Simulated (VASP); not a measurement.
Set up this calculation in VASP 6.6.1, as the native input.

| Quantity | Value |
| --- | --- |
| Task | single point |
| Functional | LDA |
| Potentials or basis | VASP PAW LDA potentials, release 64 (C, O, H) |
| Cutoff | 520 eV |
| k mesh | 2 × 2 × 1 |
| Occupations | gaussian, width 0.05 eV |
| Spin | no spin polarisation |
| Dipole correction | no |
| Further INCAR settings | LREAL = Auto; ALGO = Normal; EDIFF = 1e-06; NBANDS = 56 |

The structure of H2C18O lies in POSCAR:

```
H2C18O
1.0
    7.3980000000      0.0000000000      0.0000000000
   -3.6990000000      6.4068560000      0.0000000000
    0.0000000000      0.0000000000     13.0000000000
C O H
18 1 2
Direct
   -0.0043286105      0.0068777884      0.0542183846
    0.2180287211      0.1179939115      0.0541882308
   -0.0056039057      0.3413566654      0.0542961538
    0.2190493375      0.4536253039      0.0542967692
   -0.0031963569      0.6756764941      0.0539561538
    0.2166415461      0.7857378096      0.0540818462
    0.3277733777      0.0078927948      0.0541260769
    0.5523397830      0.1202443133      0.0542456154
    0.3301253813      0.3425497623      0.0542638462
    0.5499896561      0.4523802314      0.0542082308
    0.3289369002      0.6734807213      0.0542613846
    0.5510233659      0.7844911763      0.0542220000
    0.6633307291      0.0091353700      0.0542714615
    0.8831870994      0.1192130742      0.0543063846
    0.6623290722      0.3401261087      0.0542293846
    0.8844024614      0.4512036793      0.0541866923
    0.6608639755      0.6744654476      0.0541119231
    0.8855594512      0.7866401243      0.0539113077
    1.0230998085      0.8496200008      0.2854876154
    0.9907469929      0.8967481086      0.2216273077
    1.0566966806      0.9610894954      0.3344269231
```

One way to write it, as run:

INCAR

```
ALGO     = Normal         # electronic algorithm
EDIFF    = 1E-6           # SCF threshold, eV
ENCUT    = 520            # plane-wave cutoff, eV
GGA      = CA             # functional
ISIF     = 2              # what is computed and relaxed
ISMEAR   = 0              # smearing method
LASPH    = T              # aspherical terms in the spheres
LCHARG   = F              # write CHGCAR
LREAL    = Auto         
LWAVE    = F              # write WAVECAR
NBANDS   = 56             # bands
NELM     = 60             # most SCF steps
PREC     = Accurate       # precision mode
SIGMA    = 0.05           # smearing width, eV
```

KPOINTS

```
k-points
0
Gamma
  2 2 1
```

Potentials or basis: VASP PAW LDA potentials, release 64 (C, O, H).

Run with:

```console
$ cat potpaw_LDA.64/C/POTCAR potpaw_LDA.64/O/POTCAR potpaw_LDA.64/H/POTCAR > POTCAR
$ mpirun -np 1 vasp_std > vasp.out
```

Results of the run:

| Quantity | Value |
| --- | --- |
| Largest force | 0.203 eV/Å |
| Band gap on the k mesh | 0.19 eV, direct |

Caveat: the k points lie up to 0.49 Å⁻¹ apart.

Run time: 6.2 min on 1 thread of Oxide Virtual Turin-like Processor (shared host), peak memory 0.48 GiB.
